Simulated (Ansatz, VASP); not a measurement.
SiTe3: VASP beside Ansatz

```xyz
4
Lattice="4.7073 0.0000 0.0000 0.0000 4.7073 0.0000 0.0000 0.0000 4.7073" Properties=species:S:1:pos:R:3 pbc="T T T"
Si    0.0000    0.0000    0.0000
Te    2.3537    0.0000    2.3537
Te    0.0000    2.3537    2.3537
Te    2.3537    2.3537    0.0000
```

Alike in both runs: task single point; functional PBE; k mesh 10 × 10 × 10; no spin polarisation.

|  | VASP | Ansatz |
| --- | --- | --- |
| version | VASP 6.6.1 | Ansatz 0.2.0 |
| potentials or method | VASP PAW PBE potentials, release 64 (Si, Te), cutoff 500 eV | scalar-relativistic, plane waves, PAW |
| occupations | methfessel-paxton of order 1, width 0.1 eV | methfessel-paxton of order 1, width 0.05 eV |
| valence electrons in the cell | 22 | 52 |

```csv
,VASP,Ansatz,Ansatz less VASP
gap on the k mesh at the Fermi level (eV),none,none,-
pressure (GPa),-0.1,-0.1,+0.04
```

A gap of «none» marks a metal or a gap that the smearing closes. VASP's potentials hold 22 valence electrons a cell and Ansatz's 52, so a difference there can come from the potentials and not from the codes.

Spin-orbit coupling is off throughout.
